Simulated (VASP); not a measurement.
# BeV (Fm-3m) in VASP: a series of runs, part 2 of 2

VASP 6.6.1. The steps go on from the part before.

## (3) Single point, PBE

This run uses another cell than the first one, of 11.64 Å³/atom.

File INCAR:

```
PREC     = Accurate       # precision mode
ENCUT    = 520            # plane-wave cutoff, eV
EDIFF    = 1E-7           # SCF threshold, eV
ISMEAR   = 0              # smearing method
SIGMA    = 0.1            # smearing width, eV
LREAL    = F              # projectors in reciprocal space
LASPH    = T              # aspherical terms in the spheres
NELM     = 60             # most SCF steps
ALGO     = Normal         # electronic algorithm
ISIF     = 2              # what is computed and relaxed
LWAVE    = F              # write WAVECAR
LCHARG   = F              # write CHGCAR
GGA      = PE             # functional
NBANDS   = 14             # bands
```

File KPOINTS:

```
Automatic mesh
0
Gamma
  22 22 22
```

File POSCAR:

```
BeV
1.0
    0.0000000000      2.2663295662      2.2663295662
    2.2663295662      0.0000000000      2.2663295662
    2.2663295662      2.2663295662      0.0000000000
Be V
1 1
Direct
    0.0000000000      0.0000000000      0.0000000000
    0.5000000000      0.5000000000      0.5000000000
```

Potentials or basis: VASP PAW PBE potentials, release 64 (Be, V_sv).

Started as:

```bash
cat potpaw_PBE.64/Be/POTCAR potpaw_PBE.64/V_sv/POTCAR > POTCAR
mpirun -np 1 vasp_std > vasp.out
```

OUTCAR:

```text
PREC = Accurate
   ENCUT = 520
   EDIFF = 1E-7
   ISMEAR = 0
   LREAL = F
   LASPH = T
   NELM = 60
   ISIF = 2
   GGA = PE

 ion  position               nearest neighbor table
   1  0.000  0.000  0.000-   2 2.27   2 2.27   2 2.27   2 2.27   2 2.27   2 2.27
   2  0.500  0.500  0.500-   1 2.27   1 2.27   1 2.27   1 2.27   1 2.27   1 2.27

  LATTYP: Found a face centered cubic cell.
 ALAT       =     4.5326591324

  Lattice vectors:

 A1 = (   0.0000000000,   2.2663295662,   2.2663295662)
 A2 = (   2.2663295662,   0.0000000000,   2.2663295662)
 A3 = (   2.2663295662,   2.2663295662,   0.0000000000)

Analysis of symmetry for initial positions (statically):
=====================================================================
 Subroutine PRICEL returns:
 Original cell was already a primitive cell.

 Routine SETGRP: Setting up the symmetry group for a
 face centered cubic supercell.

 Subroutine GETGRP returns: Found 48 space group operations
 (whereof 48 operations were pure point group operations)
 out of a pool of 48 trial point group operations.

The static configuration has the point symmetry O_h .

Analysis of symmetry for dynamics (positions and initial velocities):
[... 167 lines left out ...]
  band No.  band energies     occupation
      1     -56.6309      2.00000
      2     -30.3982      2.00000
      3     -30.3982      2.00000
      4     -30.3982      2.00000
      5      -0.3231      2.00000
      6       7.4389      0.00000
      7       7.4389      0.00000
      8       7.4389      0.00000
      9       8.0869      0.00000
     10       8.0869      0.00000
     11      14.6519      0.00000
     12      14.6519      0.00000
     13      14.6519      0.00000
     14      20.7354      0.00000
[... 377 lines left out ...]
      1     -56.6118      2.00000
      2     -30.5544      2.00000
      3     -30.4215      2.00000
      4     -30.4190      2.00000
      5       3.0869      2.00000
      6       4.9939      2.00000
      7       6.2129      2.00000
      8       6.2346      2.00000
      9       8.9899      0.00000
     10       9.0586      0.00000
     11      10.7072      0.00000
     12      17.3790      0.00000
     13      17.7900      0.00000
     14      19.2285      0.00000

 [... further k-points ...]
[... 5 lines left out ...]
  --------------------------------------------------------------------------------------
  -------------------------------------------------------------------------------------
  Total        0.0280684      0.0280684      0.0280684     -0.0000000     -0.0000000      0.0000000
  in kB        1.9316526      1.9316526      1.9316526     -0.0000000     -0.0000000      0.0000000
  external PRESSURE =       1.9316526 kB  Pullay stress =       0.0000000 kB

 VOLUME and BASIS-vectors are now :
 -----------------------------------------------------------------------------
  energy-cutoff  :      520.00
  volume of cell :       23.28
      direct lattice vectors                 reciprocal lattice vectors
     0.000000000  2.266329566  2.266329566    -0.220621046  0.220621046  0.220621046
     2.266329566  0.000000000  2.266329566     0.220621046 -0.220621046  0.220621046
     2.266329566  2.266329566  0.000000000     0.220621046  0.220621046 -0.220621046

 POSITION                                       TOTAL-FORCE (eV/Angst)
 -----------------------------------------------------------------------------------
      0.00000      0.00000      0.00000         0.000000      0.000000     -0.000000
      2.26633      2.26633      2.26633        -0.000000     -0.000000      0.000000
 -----------------------------------------------------------------------------------
    total drift:                               -0.000000     -0.000000      0.000000

  FREE ENERGIE OF THE ION-ELECTRON SYSTEM (eV)
  ---------------------------------------------------
  free  energy   TOTEN  =       -11.8045062601 eV

  energy  without entropy=      -11.7959187779  energy(sigma->0) =      -11.80021252
```

It took 72 s on 1 thread of Intel Xeon 8259CL, shared host; peak memory 0.23 GiB.

What came out:

| Quantity | Value |
| --- | --- |
| Free energy | -11.8045 eV |
| Pressure | 0.2 GPa |
| Band gap on the k mesh | zero (an odd number of electrons rules out a gap without spin polarisation) |

Levels at points of the mesh, in eV from the Fermi level:
```
           k point  band 5  band 6  band 7  band 8  band 9  band 10  band 11  band 12
(0.00, 0.00, 0.00)   -7.36    0.40    0.40    0.40    1.05     1.05     7.62     7.62
(0.50, 0.00, 0.00)   -3.92   -2.08   -0.83   -0.83    1.99     1.99     3.64    10.88
(0.50, 0.50, 0.00)   -3.24   -1.48   -1.28    1.74    2.35     2.35     3.83     3.83
```

## (4) Relaxation of cell and atoms, PBE

This run uses another cell than the first one, of 11.64 Å³/atom.

File INCAR:

```
ALGO = Fast
EDIFF = 1E-6
EDIFFG = -0.01
ENCUT = 600
GGA = PE
IBRION = 2
ISIF = 3
ISMEAR = 0
LASPH = T
LCHARG = F
LREAL = F
LWAVE = F
NELM = 60
NSW = 100
PREC = Accurate
SIGMA = 0.1
```

File KPOINTS:

```
k-points
0
Gamma
  22 22 22
```

File POSCAR:

```
BeV
1.0
    0.0000000000      2.2659783300      2.2659783300
    2.2659783300      0.0000000000      2.2659783300
    2.2659783300      2.2659783300      0.0000000000
Be V
1 1
Direct
    0.0000000000      0.0000000000      0.0000000000
    0.5000000000      0.5000000000      0.5000000000
```

Started as:

```bash
cat potpaw_PBE.64/Be/POTCAR potpaw_PBE.64/V_sv/POTCAR > POTCAR
mpirun -np 1 vasp_std > vasp.out
```

It took 3.2 min on 1 thread of Intel Xeon 8259CL, shared host; peak memory 0.26 GiB.

It converged, with:

- Free energy: -11.8045 eV
- Relaxed volume: 11.66 Å³/atom
- Relaxed cell: a = 3.207 Å, b = 3.207 Å, c = 3.207 Å, α = 60.00°, β = 60.00°, γ = 60.00°
- Space group after relaxing (to 0.1 Å): Fm-3m (No. 225)
- Energy gained by relaxing: 0.0 meV/atom
- Ionic steps: 2
- Pressure after relaxing: -0.1 GPa
- Band gap on the k mesh: zero (an odd number of electrons rules out a gap without spin polarisation)

Final structure:
```yaml
crystal:
  lattice:
    - [0.00000, 2.26782, 2.26782]
    - [2.26782, 0.00000, 2.26782]
    - [2.26782, 2.26782, 0.00000]
  atoms:
    - { symbol: Be, position: [0.00000, 0.00000, 0.00000] }
    - { symbol: V, position: [0.50000, 0.50000, 0.50000] }
```

Levels at points of the mesh, in eV from the Fermi level:
| k point | band 4 | band 5 | band 6 | band 7 | band 8 | band 9 | band 10 | band 11 |
| --- | --- | --- | --- | --- | --- | --- | --- | --- |
| (0.00, 0.00, 0.00) | -37.44 | -7.35 | 0.40 | 0.40 | 0.40 | 1.05 | 1.05 | 7.61 |
| (0.50, 0.00, 0.00) | -37.46 | -3.91 | -2.08 | -0.82 | -0.82 | 1.99 | 1.99 | 3.63 |
| (0.50, 0.50, 0.00) | -37.50 | -3.24 | -1.48 | -1.28 | 1.73 | 2.34 | 2.34 | 3.82 |

## (5) Summary

```csv
task,spin,cell,k mesh,cutoff (eV),gap on the mesh (eV),pressure (GPa)
single point,"collinear, ferromagnetic start","a = 3.087 Å, angles 60.0°, 2 atoms",8 × 8 × 8,520,none,19.3
single point,off,"a = 3.205 Å, angles 60.0°, 2 atoms",22 × 22 × 22,520,none,0.2
relaxation of cell and atoms,off,"relaxed from a = 3.205 Å, angles 60.0°, 2 atoms",22 × 22 × 22,600,none,-0.1
```

Alike in all rows: level PBE; potentials or basis VASP PAW PBE potentials, release 64 (Be, V_sv); smearing gaussian 0.1 eV.

Caveats: the cell stands under pressure (at least some runs); the moments typed at the start vanished in this run (at least some runs).

Total energies depend on the potentials used, so only differences within one code and one set of settings carry meaning.
